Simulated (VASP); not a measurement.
Si2W, 3 atoms in the cell. Symmetry: I4/mmm, No. 139, tetragonal system. Conventional cell: a = 3.383 Å, b = 3.383 Å, c = 7.170 Å, α = 90.00°, β = 90.00°, γ = 90.00°. Within 2.9 Å of Si (site symmetry 4mm) lie 5 W at 2.17 to 2.78 Å and 5 Si at 2.51 to 2.83 Å. W (site symmetry 4/mmm) has 10 Si at 2.17 to 2.78 Å within 2.9 Å.  This cell differs from its parent crystal: atoms shifted along a free coordinate, c/a of the conventional cell at fixed volume 2.1195.

- Program: VASP 6.6.1
- Task: single point
- Functional: PBE
- Potentials or basis: VASP PAW PBE potentials, release 64 (Si, W_sv)
- Cutoff: 520 eV
- k mesh: 18 × 18 × 18
- Occupations: gaussian, width 0.15 eV
- Spin: no spin polarisation
- Dipole correction: no
- Further INCAR settings: ALGO = Normal; EDIFF = 1e-07; NBANDS = 18

Potentials or basis: VASP PAW PBE potentials, release 64 (Si, W_sv).

Command:

```bash
$ cat potpaw_PBE.64/Si/POTCAR potpaw_PBE.64/W_sv/POTCAR > POTCAR
$ mpirun -np 1 vasp_std > vasp.out
```

Hardware: 1 thread of Intel(R) Xeon(R) 6975P-C (Granite Rapids), with other jobs on the host.

Q: How long does it take, and how much memory?

A: Wall time 2.1 min on 1 thread of Intel(R) Xeon(R) 6975P-C (Granite Rapids), on a shared host, peak memory 0.44 GiB. Counts: scf iterations 15, k points 480.
